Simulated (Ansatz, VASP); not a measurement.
This is a calculation of Mg for Ansatz 0.2.0.

Contents of input.yaml:

```yaml
crystal:
  lattice:
    - [3.1338908191, 0.0, 0.0]
    - [-1.5669454095, 2.714029062, 0.0]
    - [0.0, 0.0, 10.179400833]
  atoms:
    - { symbol: Mg, position: [0.6666666667, 0.3333333333, 0.75] }
    - { symbol: Mg, position: [0.0, 0.0, 0.5] }
    - { symbol: Mg, position: [0.3333333333, 0.6666666667, 0.25] }
    - { symbol: Mg, position: [0.0, 0.0, 0.0] }
hamiltonian:
  xc: pbesol
  pseudopotentials: { kind: paw }
kpoints:
  mp_grid: { grid: [10, 10, 3] }
scf:
  occupations: { method: fermi_dirac, width: 0.05 }
output:
  forces: true
  stress: true
  eigenvalues: true
```

Potentials or basis: Ansatz PAW.

Command:

```sh
$ ansatz run input.yaml --threads 2 --pin off --max-ram 5632MiB --backend cpu --events-out ev --progress --plain --runs-dir out
```

Question: Set up the same calculation for VASP 6.6.1. Potentials there: VASP PAW PBE potentials, release 64 (Mg).

Answer: As run (the cutoff follows the program's own potentials):

The input INCAR:

```
SYSTEM = Mg
PREC = Accurate ; ENCUT = 520
EDIFF = 1E-6 ; ISMEAR = -1
SIGMA = 0.05 ; LREAL = .FALSE.
LASPH = .TRUE. ; NELM = 60
ALGO = Normal ; ISIF = 2
LWAVE = .FALSE. ; LCHARG = .FALSE.
GGA = PS ; NBANDS = 12
```

The input KPOINTS:

```
regular mesh
0
G
  10 10 3
  0 0 0
```

Contents of POSCAR:

```
Mg
1.0
    3.1338908191      0.0000000000      0.0000000000
   -1.5669454095      2.7140290620      0.0000000000
    0.0000000000      0.0000000000     10.1794008330
Mg
4
Direct
    0.6666666667      0.3333333333      0.7500000000
    0.0000000000      0.0000000000      0.5000000000
    0.3333333333      0.6666666667      0.2500000000
    0.0000000000      0.0000000000      0.0000000000
```

Potentials or basis: VASP PAW PBE potentials, release 64 (Mg).

The run is started by

```sh
$ cat potpaw_PBE.64/Mg/POTCAR > POTCAR
$ mpirun -np 1 vasp_std > vasp.out
```

Both were run:

|  | VASP | Ansatz | Ansatz less VASP |
| --- | --- | --- | --- |
| gap on the k mesh at the Fermi level (eV) | none | none | - |
| pressure (GPa) | 1.8 | 1.8 | +0.03 |
| traceless stress, the component that is largest in VASP (GPa) | 0.48 | 0.50 | +0.015 |

VASP's potentials were made for PBE, not for PBEsol. A gap of «none» marks a metal or a gap that the smearing closes. VASP's potentials hold 8 valence electrons a cell and Ansatz's 40, so a difference there can come from the potentials and not from the codes.
